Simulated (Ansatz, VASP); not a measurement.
One calculation of Al2Au, two programs

INCAR

```
SYSTEM = Al2Au
  PREC = Accurate
  ENCUT = 520
  EDIFF = 1E-7
  ISMEAR = -1
  SIGMA = 0.1
  LREAL = .False.
  LASPH = .True.
  NELM = 80
  ALGO = Normal
  ISIF = 2
  LWAVE = .False.
  LCHARG = .False.
  GGA = PE
  NBANDS = 16
```

Contents of KPOINTS:

```
regular mesh
0
Gamma
  10 10 10
  0 0 0
```

The input POSCAR:

```
Al2Au
1.0
    0.0000000000      3.0044316900      3.0044316900
    3.0044316900      0.0000000000      3.0044316900
    3.0044316900      3.0044316900      0.0000000000
Au Al
1 2
Direct
    0.0000000000      0.0000000000      0.0000000000
    0.2500000000      0.2500000000      0.2500000000
    0.7500000000      0.7500000000      0.7500000000
```

Input for Ansatz:

```yaml
crystal:
  lattice:
    - [0.0, 3.00443169, 3.00443169]
    - [3.00443169, 0.0, 3.00443169]
    - [3.00443169, 3.00443169, 0.0]
  atoms:
    - { symbol: Au, position: [0.0, 0.0, 0.0] }
    - { symbol: Al, position: [0.25, 0.25, 0.25] }
    - { symbol: Al, position: [0.75, 0.75, 0.75] }
  symmetry: { tolerance: 0.0003 }
kpoints:
  mp_grid: { grid: [10, 10, 10], shift: [0, 0, 0] }
  band_path:
    path:
      - [0.0, 0.0, 0.0]
      - [0.5, 0.0, 0.5]
      - [0.625, 0.25, 0.625]
      - [0.375, 0.375, 0.75]
      - [0.0, 0.0, 0.0]
      - [0.5, 0.5, 0.5]
      - [0.5, 0.25, 0.75]
      - [0.5, 0.0, 0.5]
    npoints: 8
magnetization:
  spin_polarized: false
scf:
  occupations: { method: fermi_dirac }
  lower_state_search: "off"
  max_iter: 200
hamiltonian:
  pseudopotentials: { kind: paw }
  xc: pbe
basis:
  ecutwfc: 420
  fft_grid_basis: typed
output:
  forces: true
  stress: true
  eigenvalues: true
  bader: true
  populations: true
  elf: true
  write_potential: true
  volumetric_format: npy
  dos:
    e_range: [-12, 8]
    de: 0.05
    projected: { site_lists: { Al: [Al], Au: [Au] } }
checkpoint:
  read: saved_state
```

Alike in both runs: task single point; functional PBE; k mesh 10 × 10 × 10; no spin polarisation.

```csv
,VASP,Ansatz
version,VASP 6.6.1,Ansatz 0.2.0
potentials or method,"VASP PAW PBE potentials, release 64 (Au, Al), cutoff 520 eV",PAW plane waves
occupations,"fermi-dirac, width 0.1 eV",fermi-dirac
valence electrons in the cell,17,25
```

|  | VASP | Ansatz | Ansatz less VASP |
| --- | --- | --- | --- |
| pressure (GPa) | 2.7 | 2.9 | +0.25 |

VASP's potentials hold 17 valence electrons a cell and Ansatz's 25, so a difference there can come from the potentials and not from the codes.

Spin-orbit coupling is off throughout.
